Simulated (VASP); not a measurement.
A run of VASP 6.6.1 is set up as follows.

Contents of INCAR:

```
ALGO = Normal
EDIFF = 1E-6
ENCUT = 520
GGA = PS
ISIF = 2
ISMEAR = 0
LASPH = True
LCHARG = False
LREAL = False
LWAVE = False
NBANDS = 11
NELM = 100
PREC = Accurate
SIGMA = 0.05
```

KPOINTS

```
k-points
0
Gamma
  12 12 12
```

The input POSCAR:

```
C
1.0
    0.0000000000      1.6407280000      1.9260720000
    1.6407280000      0.0000000000      1.9260720000
    1.6407280000      1.6407280000      0.0000000000
C
2
Direct
    0.5000000000      0.5000000000      0.5000000000
    0.7500000000      0.7500000000      0.7500000000
```

Potentials or basis: VASP PAW PBE potentials, release 64 (C).

Command:

```bash
$ cat potpaw_PBE.64/C/POTCAR > POTCAR
$ mpirun -np 1 vasp_std > vasp.out
```

(1) What does it give for the pressure?

(2) What does it give for the band gap on the k mesh?

## Answers

(1) 42.7 GPa.

(2) 2.10 eV, indirect (least direct gap 4.35 eV).

Caveat: the cell differs from its parent crystal (strain -0.080 along x and y, +0.080 along z); the PAW data sets were made with another functional, which shifts forces and pressure a little.
